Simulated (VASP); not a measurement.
# TiO2 (P4_2/mnm) in VASP: further runs

TiO2 is run at these levels: LDA; tasks: single point.

All numbers are computed with VASP 6.6.1; they aren't measurements. Logs are shortened: lines on timing, memory, paths and dates and some standing lists are left out, and cuts for length are marked.

## 1. The cell of the first run

It takes space group P4_2/mnm (No. 136, tetragonal). Conventional cell: a = 4.684 Å, b = 4.684 Å, c = 3.017 Å, α = 90.00°, β = 90.00°, γ = 90.00°. Within 2.6 Å of Ti (site symmetry mmm) lie 6 O at 1.98 to 2.03 Å. O (site symmetry m2m) has 3 Ti at 1.98 to 2.03 Å and 1 O at 2.57 Å within 2.6 Å.

## 2. Single point, LDA (11.03 Å³/atom)

File INCAR:

```
PREC = Accurate
ENCUT = 520
EDIFF = 1E-6
ISMEAR = -1
SIGMA = 0.05
LREAL = False
LASPH = True
NELM = 80
ALGO = Normal
ISIF = 2
LWAVE = False
LCHARG = False
NBANDS = 33
```

File KPOINTS:

```
Automatic mesh
0
Gamma
  7 7 10
```

File POSCAR:

```
TiO2
1.0
    4.6841013062      0.0000000000      0.0000000000
    0.0000000000      4.6841013062      0.0000000000
    0.0000000000      0.0000000000      3.0170343416
Ti O
2 4
Direct
    0.0000000000      0.0000000000      0.0000000000
    0.5000000000      0.5000000000      0.5000000000
    0.3060000000      0.3060000000      0.0000000000
    0.1940000000      0.8060000000      0.5000000000
    0.6940000000      0.6940000000      0.0000000000
    0.8060000000      0.1940000000      0.5000000000
```

Potentials or basis: VASP PAW LDA potentials, release 64 (Ti_sv, O).

The run is started by

```bash
$ cat potpaw_LDA.64/Ti_sv/POTCAR potpaw_LDA.64/O/POTCAR > POTCAR
$ mpirun -np 1 vasp_std > vasp.out
```

OUTCAR:

```text
PREC = Accurate
   ENCUT = 520
   EDIFF = 1E-6
   ISMEAR = -1
   LREAL = False
   LASPH = True
   NELM = 80
   ISIF = 2

 ion  position               nearest neighbor table
   1  0.000  0.000  0.000-   4 1.98   6 1.98   4 1.98   6 1.98   5 2.03   3 2.03
   2  0.500  0.500  0.500-   3 1.98   5 1.98   3 1.98   5 1.98   4 2.03   6 2.03
   3  0.306  0.306  0.000-   2 1.98   2 1.98   1 2.03
   4  0.194  0.806  0.500-   1 1.98   1 1.98   2 2.03
   5  0.694  0.694  0.000-   2 1.98   2 1.98   1 2.03
   6  0.806  0.194  0.500-   1 1.98   1 1.98   2 2.03

  LATTYP: Found a simple tetragonal cell.
 ALAT       =     4.6841013062
 C/A-ratio  =     0.6441010013

  Lattice vectors:

 A1 = (   4.6841013062,   0.0000000000,   0.0000000000)
 A2 = (   0.0000000000,   4.6841013062,   0.0000000000)
 A3 = (   0.0000000000,   0.0000000000,   3.0170343416)

Analysis of symmetry for initial positions (statically):
=====================================================================
 Subroutine PRICEL returns:
 Original cell was already a primitive cell.

 Routine SETGRP: Setting up the symmetry group for a
 simple tetragonal supercell.

 Subroutine GETGRP returns: Found 16 space group operations
 (whereof  8 operations were pure point group operations)
 out of a pool of 16 trial point group operations.

The static configuration has the point symmetry D_2h.
 The point group associated with its full space group is D_4h.

Analysis of symmetry for dynamics (positions and initial velocities):
=====================================================================
 Subroutine PRICEL returns:
 Original cell was already a primitive cell.

 Routine SETGRP: Setting up the symmetry group for a
 simple tetragonal supercell.

 Subroutine GETGRP returns: Found 16 space group operations
 (whereof  8 operations were pure point group operations)
 out of a pool of 16 trial point group operations.

The dynamic configuration has the point symmetry D_2h.
 The point group associated with its full space group is D_4h.

 Subroutine INISYM returns: Found 16 space group operations
 (whereof  8 operations are pure point group operations),
 and found     1 'primitive' translations

----------------------------------------------------------------------------------------

                                     Primitive cell

  volume of cell :      66.1962

  direct lattice vectors                    reciprocal lattice vectors
     4.684101306  0.000000000  0.000000000     0.213488124  0.000000000  0.000000000
     0.000000000  4.684101306  0.000000000     0.000000000  0.213488124  0.000000000
     0.000000000  0.000000000  3.017034342     0.000000000  0.000000000  0.331451315

  length of vectors
     4.684101306  4.684101306  3.017034342     0.213488124  0.213488124  0.331451315

  position of ions in fractional coordinates (direct lattice)
     0.000000000  0.000000000  0.000000000
     0.500000000  0.500000000  0.500000000
     0.306000000  0.306000000  0.000000000
     0.194000000  0.806000000  0.500000000
     0.694000000  0.694000000  0.000000000
     0.806000000  0.194000000  0.500000000

  ion indices of the primitive-cell ions
   primitive index   ion index
                 1           1
                 2           2
                 3           3
                 4           4
                 5           5
                 6           6

----------------------------------------------------------------------------------------

 KPOINTS: Automatic mesh

Automatic generation of k-mesh.
 Grid dimensions read from file:
 generate k-points for:    7    7   10

 Generating k-lattice:

  Cartesian coordinates                     Fractional coordinates (reciprocal lattice)
     0.030498303  0.000000000  0.000000000     0.142857143  0.000000000  0.000000000
     0.000000000  0.030498303  0.000000000     0.000000000  0.142857143  0.000000000
     0.000000000  0.000000000  0.033145132     0.000000000  0.000000000  0.100000000

  Length of vectors
     0.030498303  0.030498303  0.033145132

  Shift w.r.t. Gamma in fractional coordinates (k-lattice)
     0.000000000  0.000000000  0.000000000

 Subroutine IBZKPT returns following result:
 ===========================================

 Found     60 irreducible k-points:

 Following reciprocal coordinates:
            Coordinates               Weight
  0.000000  0.000000  0.000000      1.000000
  0.142857  0.000000  0.000000      4.000000
  0.285714  0.000000  0.000000      4.000000
  0.428571  0.000000  0.000000      4.000000
  0.142857  0.142857  0.000000      4.000000
  0.285714  0.142857  0.000000      8.000000
[... 16 lines left out ...]
  0.285714  0.000000  0.200000      8.000000
  0.428571  0.000000  0.200000      8.000000
 [... further k-points ...]
   k-points           NKPTS =     60   k-points in BZ     NKDIM =     60   number of bands    NBANDS=     33
   number of dos      NEDOS =    301   number of ions     NIONS =      6
   total plane-waves  NPLWV =  31104
   dimension x,y,z NGX =    36 NGY =   36 NGZ =   24
   dimension x,y,z NGXF=    72 NGYF=   72 NGZF=   48
   ions per type =               2   4
   NGX,Y,Z   is equivalent  to a cutoff of  12.78, 12.78, 13.22 a.u.
   NGXF,Y,Z  is equivalent  to a cutoff of  25.55, 25.55, 26.45 a.u.
 SYSTEM =  unknown system
   PREC   = accura    normal or accurate (medium, high low for compatibility)
   ISTART =      0    job   : 0-new  1-cont  2-samecut
   ICHARG =      2    charge: 1-file 2-atom 10-const
   ISPIN  =      1    spin polarized calculation?
   LNONCOLLINEAR =      F non collinear calculations
   LSORBIT =      F    spin-orbit coupling
   LASPH  =      T    aspherical Exc in radial PAW
   ENCUT  =  520.0 eV  38.22 Ry    6.18 a.u.   8.71  8.71  5.61*2*pi/ulx,y,z
   NELM   =     80;   NELMIN=  2; NELMDL= -5     # of ELM steps
   EDIFF  = 0.1E-05   stopping-criterion for ELM
   LREAL  =      F    real-space projection
   EDIFFG = 0.1E-04   stopping-criterion for IOM
   NSW    =      0    number of steps for IOM
   IBRION =     -1    ionic relax: 0-MD 1-quasi-New 2-CG
   NFREE  =      0    steps in history (QN), initial steepest desc. (CG)
   ISIF   =      2    stress and relaxation
   ISYM   =      2    0-nonsym 1-usesym 2-fastsym
   POTIM  = 0.5000    time-step for ionic-motion
   TEBEG  =    0.0;   TEEND  =   0.0 temperature during run
   PSTRESS=    0.0 pullay stress
   NELECT =      48.0000    total number of electrons
   NUPDOWN=      -1.0000    fix difference up-down
   EMIN   =  10.00;   EMAX   =-10.00  energy-range for DOS
   EFERMI =   0.00;   METHOD = LEGACY
   ISMEAR =    -1;   SIGMA  =   0.05  broadening in eV -4-tet -1-fermi 0-gaus
   EFERMI_NEDOS =   21; number of points for ismear=-14 and -15
   IALGO  =     38    algorithm
   IMIX   =      4    mixing-type and parameters
     AMIX     =   0.40;   BMIX     =  1.00
     AMIX_MAG =   1.60;   BMIX_MAG =  1.00
  volume/ion in A,a.u.               =      11.03        74.45
  Fermi-wavevector in a.u.,A,eV,Ry     =   1.470768  2.779349 29.431576  2.163160
  Thomas-Fermi vector in A             =   2.585985
   LORBIT       =      0    0 simple, 1 ext, 2 COOP (PROOUT), +10 PAW based schemes
   GGA     = CA    functional components
   LHFCALC =     F    Hartree Fock is set to
   AEXX    =    0.0000 exact exchange contribution
   IVDW    =     0    specifies the selected vdW correction
   LEPSILON=     F    determine dielectric tensor
   LRPA    =     F    only Hartree local field effects (RPA)
 non-spin polarized calculation
  energy-cutoff  :      520.00
  volume of cell :       66.20
 maximum number of plane-waves:      1819
 NGX is ok and might be reduce to    36
   NGX = 17   NGY = 17   NGZ = 11

 number of electron      48.0000007 magnetization

 Free energy of the ion-electron system (eV)
  ---------------------------------------------------
  ext. energy  EPLUGINS =         0.00000000
  ---------------------------------------------------
  free energy    TOTEN  =       -58.43910230 eV

  energy without entropy =      -58.43910229  energy(sigma->0) =      -58.43910230

 E-fermi :   4.7522     XC(G=0): -11.6847

 val. band max:        3.9389168805   @ k =   0.0000   0.0000   0.0000
 cond. band min:       5.6227191503   @ k =   0.0000   0.0000   0.0000
 fundamental gap:      1.6838022699
 Fermi energy:         4.7522337112

 k-point     1 :       0.0000    0.0000    0.0000
  band No.  band energies     occupation
      1     -52.4147      2.00000
      2     -52.4012      2.00000
      3     -29.0711      2.00000
      4     -29.0711      2.00000
      5     -28.9358      2.00000
      6     -28.9358      2.00000
[... 25 lines left out ...]
     32      10.1367      0.00000
     33      10.1390      0.00000

 k-point     2 :       0.1429    0.0000    0.0000
  band No.  band energies     occupation
      1     -52.4140      2.00000
      2     -52.4019      2.00000
      3     -29.0661      2.00000
      4     -29.0657      2.00000
      5     -28.9418      2.00000
      6     -28.9413      2.00000
[... 25 lines left out ...]
     32      10.0751      0.00000
     33      10.0885      0.00000

 k-point     3 :       0.2857    0.0000    0.0000
  band No.  band energies     occupation
      1     -52.4121      2.00000
      2     -52.4037      2.00000
      3     -29.0526      2.00000
      4     -29.0513      2.00000
      5     -28.9574      2.00000
      6     -28.9561      2.00000
[... 25 lines left out ...]
     32       9.9367      0.00000
     33       9.9694      0.00000

 k-point     4 :       0.4286    0.0000    0.0000
  band No.  band energies     occupation
      1     -52.4094      2.00000
      2     -52.4064      2.00000
      3     -29.0367      2.00000
      4     -29.0356      2.00000
      5     -28.9741      2.00000
      6     -28.9729      2.00000
[... 25 lines left out ...]
     32       9.8345      0.00000
     33       9.8864      0.00000

 k-point     5 :       0.1429    0.1429    0.0000
  band No.  band energies     occupation
      1     -52.4134      2.00000
      2     -52.4025      2.00000
      3     -29.0729      2.00000
      4     -29.0504      2.00000
      5     -28.9578      2.00000
      6     -28.9347      2.00000
[... 604 lines left out ...]
 k-point    22 :       0.1429    0.0000    0.2000
  band No.  band energies     occupation
      1     -52.4014      2.00000
      2     -52.3916      2.00000
      3     -29.0517      2.00000
      4     -29.0342      2.00000
      5     -29.0263      2.00000
      6     -29.0262      2.00000
[... 25 lines left out ...]
     32       9.4833      0.00000
     33       9.6522      0.00000

 k-point    23 :       0.2857    0.0000    0.2000
  band No.  band energies     occupation
      1     -52.3999      2.00000
      2     -52.3931      2.00000
      3     -29.0550      2.00000
      4     -29.0367      2.00000
      5     -29.0194      2.00000
      6     -29.0108      2.00000
[... 25 lines left out ...]
     32       9.1530      0.00000
     33       9.6106      0.00000

 k-point    24 :       0.4286    0.0000    0.2000
  band No.  band energies     occupation
      1     -52.3977      2.00000
      2     -52.3953      2.00000
      3     -29.0523      2.00000
      4     -29.0451      2.00000
      5     -29.0058      2.00000
      6     -29.0005      2.00000
[... 25 lines left out ...]
     32       8.9291      0.00000
     33       9.7957      0.00000

 [... further k-points ...]

------------------------ aborting loop because EDIFF is reached ----------------------------------------

  FORCE on cell =-STRESS in cart. coord.  units (eV):
  Direction    XX          YY          ZZ          XY          YZ          ZX
  --------------------------------------------------------------------------------------
  -------------------------------------------------------------------------------------
  Total       -6.8381751     -6.8381751     -9.3807499      0.0000000      0.0000000      0.0000000
  in kB     -165.5076166   -165.5076166   -227.0467696      0.0000000      0.0000000      0.0000000
  external PRESSURE =    -186.0206676 kB  Pullay stress =       0.0000000 kB

 VOLUME and BASIS-vectors are now :
 -----------------------------------------------------------------------------
  energy-cutoff  :      520.00
  volume of cell :       66.20
      direct lattice vectors                 reciprocal lattice vectors
     4.684101306  0.000000000  0.000000000     0.213488124  0.000000000  0.000000000
     0.000000000  4.684101306  0.000000000     0.000000000  0.213488124  0.000000000
     0.000000000  0.000000000  3.017034342     0.000000000  0.000000000  0.331451315

 POSITION                                       TOTAL-FORCE (eV/Angst)
 -----------------------------------------------------------------------------------
      0.00000      0.00000      0.00000        -0.000000      0.000000      0.000000
      2.34205      2.34205      1.50852        -0.000000      0.000000      0.000000
      1.43333      1.43333      0.00000         0.116656      0.116656      0.000000
      0.90872      3.77539      1.50852        -0.116656      0.116656      0.000000
      3.25077      3.25077      0.00000        -0.116656     -0.116656     -0.000000
      3.77539      0.90872      1.50852         0.116656     -0.116656     -0.000000
 -----------------------------------------------------------------------------------
    total drift:                               -0.000000      0.000000      0.000000

  FREE ENERGIE OF THE ION-ELECTRON SYSTEM (eV)
  ---------------------------------------------------
  free  energy   TOTEN  =       -58.4391022978 eV

  energy  without entropy=      -58.4391022949  energy(sigma->0) =      -58.43910230
```

It took 3 min on 1 thread of AMD EPYC 7R43 (Zen 3), shared host; peak memory 0.18 GiB.

What came out:

```
Free energy            : -58.4391 eV
Pressure               : -18.6 GPa
Largest force          : 0.165 eV/Å
Band gap on the k mesh : 1.68 eV
```

Forces in eV/Å, atoms in the order of the input:
```
Ti   0.000  0.000  0.000
Ti   0.000  0.000  0.000
O    0.117  0.117  0.000
O   -0.117  0.117  0.000
O   -0.117 -0.117  0.000
O    0.117 -0.117  0.000
```

Levels at points of the mesh, in eV from the valence-band top:
```csv
k point,band 20,band 21,band 22,band 23,band 24,band 25,band 26,band 27,band 28,band 29
"(0.00, 0.00, 0.00)",-1.93,-0.70,-0.42,-0.42,0.00,1.68,1.96,2.19,2.25,2.25
"(0.00, 0.00, 0.50)",-2.65,-2.20,-2.20,-1.39,-1.39,2.69,2.69,2.84,2.84,3.39
```

Caveat: the cell stands under tension; an odd mesh through Γ misses points on the zone boundary, where band edges can lie.

## 3. Single point, LDA (9.78 Å³/atom)

This run uses another cell than the first one, of 9.78 Å³/atom.

File INCAR:

```
  ALGO = Normal
  EDIFF = 1E-6
  ENCUT = 520
  ISIF = 2
  ISMEAR = -1
  LASPH = T
  LCHARG = F
  LREAL = F
  LWAVE = F
  NBANDS = 33
  NELM = 100
  PREC = Accurate
  SIGMA = 0.05
```

File KPOINTS:

```
k-points
0
Gamma
  7 7 10
```

Edit POSCAR of step 2 so:

```diff
@@ -2,5 +2,5 @@
 1.0
-    4.6841013062      0.0000000000      0.0000000000
-    0.0000000000      4.6841013062      0.0000000000
-    0.0000000000      0.0000000000      3.0170343416
+    4.5002185834      0.0000000000      0.0000000000
+    0.0000000000      4.5002185834      0.0000000000
+    0.0000000000      0.0000000000      2.8985952957
 Ti O
```

Potentials or basis: VASP PAW LDA potentials, release 64 (Ti_sv, O).

The run is started by

```bash
$ cat potpaw_LDA.64/Ti_sv/POTCAR potpaw_LDA.64/O/POTCAR > POTCAR
$ mpirun -np 1 vasp_std > vasp.out
```

Wall time 1.7 min (1 thread of Intel Xeon 8259CL, shared host); peak memory 0.22 GiB.

It converged, with:

```yaml
Free_energy: -58.7071 eV
Pressure: 9.7 GPa
Largest_force: 0.499 eV/Å
Band_gap_on_the_k_mesh: 1.97 eV
```

Forces on the atoms (eV/Å):
```
Ti   0.000  0.000  0.000
Ti   0.000  0.000  0.000
O   -0.353 -0.353  0.000
O    0.353 -0.353  0.000
O    0.353  0.353  0.000
O   -0.353  0.353  0.000
```

Stress tensor (GPa, compression positive):
```
 9.03  0.00  0.00
 0.00  9.03  0.00
 0.00  0.00 10.93
```

Levels at points of the mesh, in eV from the valence-band top:
| k point | band 22 | band 23 | band 24 | band 25 | band 26 | band 27 |
| --- | --- | --- | --- | --- | --- | --- |
| (0.00, 0.00, 0.00) | -0.43 | -0.43 | 0.00 | 1.97 | 2.34 | 2.57 |
| (0.00, 0.00, 0.50) | -2.64 | -1.46 | -1.46 | 3.17 | 3.17 | 3.40 |

Caveat: the cell stands under pressure; an odd mesh through Γ misses points on the zone boundary, where band edges can lie.

## 4. Single point, LDA (10.20 Å³/atom)

This run uses another cell than the first one, of 10.20 Å³/atom.

File INCAR:

```
SYSTEM = TiO2
  PREC = Accurate
  ENCUT = 520
  EDIFF = 1E-6
  ISMEAR = -1
  SIGMA = 0.05
  LREAL = .FALSE.
  LASPH = .TRUE.
  NELM = 100
  ALGO = Normal
  ISIF = 2
  LWAVE = .FALSE.
  LCHARG = .FALSE.
  NBANDS = 33
```

File KPOINTS:

```
Automatic mesh
0
G
  7 7 10
  0 0 0
```

Edit POSCAR of step 3 so:

```diff
@@ -2,5 +2,5 @@
 1.0
-    4.5002185834      0.0000000000      0.0000000000
-    0.0000000000      4.5002185834      0.0000000000
-    0.0000000000      0.0000000000      2.8985952957
+    4.5631668562      0.0000000000      0.0000000000
+    0.0000000000      4.5631668562      0.0000000000
+    0.0000000000      0.0000000000      2.9391403412
 Ti O
```

The run is started by

```bash
$ cat potpaw_LDA.64/Ti_sv/POTCAR potpaw_LDA.64/O/POTCAR > POTCAR
$ mpirun -np 1 vasp_std > vasp.out
```

It took 1.8 min on 1 thread of Intel Xeon 8259CL, shared host; peak memory 0.21 GiB.

Results (log left out):

| Item | Value |
| --- | --- |
| Free energy | -58.7692 eV |
| Pressure | -1.9 GPa |
| Largest force | 0.246 eV/Å |
| Band gap on the k mesh | 1.87 eV |

Forces in eV/Å, atoms in the order of the input:
```
Ti   0.000  0.000  0.000
Ti   0.000  0.000  0.000
O   -0.174 -0.174  0.000
O    0.174 -0.174  0.000
O    0.174  0.174  0.000
O   -0.174  0.174  0.000
```

Stress tensor (GPa, compression positive):
```
-1.42  0.00  0.00
 0.00 -1.42  0.00
 0.00  0.00 -2.80
```

Levels at points of the mesh, in eV from the valence-band top:
| k point | band 22 | band 23 | band 24 | band 25 | band 26 | band 27 |
| --- | --- | --- | --- | --- | --- | --- |
| (0.00, 0.00, 0.00) | -0.43 | -0.43 | 0.00 | 1.87 | 2.21 | 2.44 |
| (0.00, 0.00, 0.50) | -2.48 | -1.44 | -1.44 | 3.00 | 3.00 | 3.20 |

Caveat: an odd mesh through Γ misses points on the zone boundary, where band edges can lie.

## 5. Single point, LDA (10.51 Å³/atom)

This run uses another cell than the first one, of 10.51 Å³/atom.

File INCAR:

```
  PREC = Accurate
  ENCUT = 520
  EDIFF = 1E-6
  ISMEAR = -1
  SIGMA = 0.05
  LREAL = False
  LASPH = True
  NELM = 80
  ALGO = Normal
  ISIF = 2
  LWAVE = False
  LCHARG = False
  NBANDS = 33
```

File KPOINTS:

```
Automatic mesh
0
Gamma
  7 7 10
```

Edit POSCAR of step 4 so:

```diff
@@ -2,5 +2,5 @@
 1.0
-    4.5631668562      0.0000000000      0.0000000000
-    0.0000000000      4.5631668562      0.0000000000
-    0.0000000000      0.0000000000      2.9391403412
+    4.6092625706      0.0000000000      0.0000000000
+    0.0000000000      4.6092625706      0.0000000000
+    0.0000000000      0.0000000000      2.9688306370
 Ti O
```

The run is started by

```bash
$ cat potpaw_LDA.64/Ti_sv/POTCAR potpaw_LDA.64/O/POTCAR > POTCAR
$ mpirun -np 1 vasp_std > vasp.out
```

Wall time 2 min (1 thread of Intel Xeon 8259CL, shared host); peak memory 0.22 GiB.

Results (log left out):

| Property | Result |
| --- | --- |
| Free energy | -58.7077 eV |
| Pressure | -9.0 GPa |
| Largest force | 0.078 eV/Å |
| Band gap on the k mesh | 1.80 eV |

Forces on the atoms (eV/Å):
```
Ti   0.000  0.000  0.000
Ti   0.000  0.000  0.000
O   -0.055 -0.055  0.000
O    0.055 -0.055  0.000
O    0.055  0.055  0.000
O   -0.055  0.055  0.000
```

Stress tensor (GPa, compression positive):
```
 -7.87   0.00   0.00
  0.00  -7.87   0.00
  0.00   0.00 -11.29
```

Levels at points of the mesh, in eV from the valence-band top:
```tsv
k point	band 22	band 23	band 24	band 25	band 26	band 27
(0.00, 0.00, 0.00)	-0.43	-0.43	0.00	1.80	2.11	2.34
(0.00, 0.00, 0.50)	-2.37	-1.43	-1.43	2.88	2.88	3.06
```

Caveat: the cell stands under tension; an odd mesh through Γ misses points on the zone boundary, where band edges can lie.

[end of part 1 of 2]
